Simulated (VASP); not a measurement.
Runs of VASP 6.6.1 on Pt. The structure is that of space group P6_3/mmc (No. 194), or close to it. The cells are those of the table. This isn't the form of Pt at room conditions, which is fcc.

| cell | gap on the mesh (eV) | pressure (GPa) |
| --- | --- | --- |
| a = 2.899, b = 2.899, c = 4.347 Å, angles 90.0, 90.0, 120.0°, 2 atoms | none | 23.8 |
| a = 2.853, b = 2.853, c = 4.488 Å, angles 90.0, 90.0, 120.0°, 2 atoms | none | 22.3 |
| a = 2.715, b = 2.715, c = 4.956 Å, angles 90.0, 90.0, 120.0°, 2 atoms | none | 23.8 |
| a = 2.669, b = 2.669, c = 5.128 Å, angles 90.0, 90.0, 120.0°, 2 atoms | none | (a) |
| a = 2.807, b = 2.807, c = 4.636 Å, angles 90.0, 90.0, 120.0°, 2 atoms | none | 21.5 |
| a = 2.623, b = 2.623, c = 5.310 Å, angles 90.0, 90.0, 120.0°, 2 atoms | none | 33.8 |
| a = 2.761, b = 2.761, c = 4.792 Å, angles 90.0, 90.0, 120.0°, 2 atoms | none | (b) |

Alike in all rows: task single point; level revpbe exchange, lda correlation; potentials or basis VASP PAW PBE potentials, release 64 (Pt); no spin polarisation; k mesh 10 × 10 × 5; cutoff (eV) 500; smearing fermi-dirac 0.15 eV.

Q: Fill in the values left out.

A: (a) 27.7; (b) 21.8.

Caveats: the cell stands under pressure; the PAW data sets were made with another functional, which shifts forces and pressure a little; spin-orbit coupling is left out, which moves the levels of the heavy elements.

A k mesh can miss the band edges, and the runs leave out spin-orbit coupling on Pt.

A gap of «none» marks levels without a gap at the run's occupations.
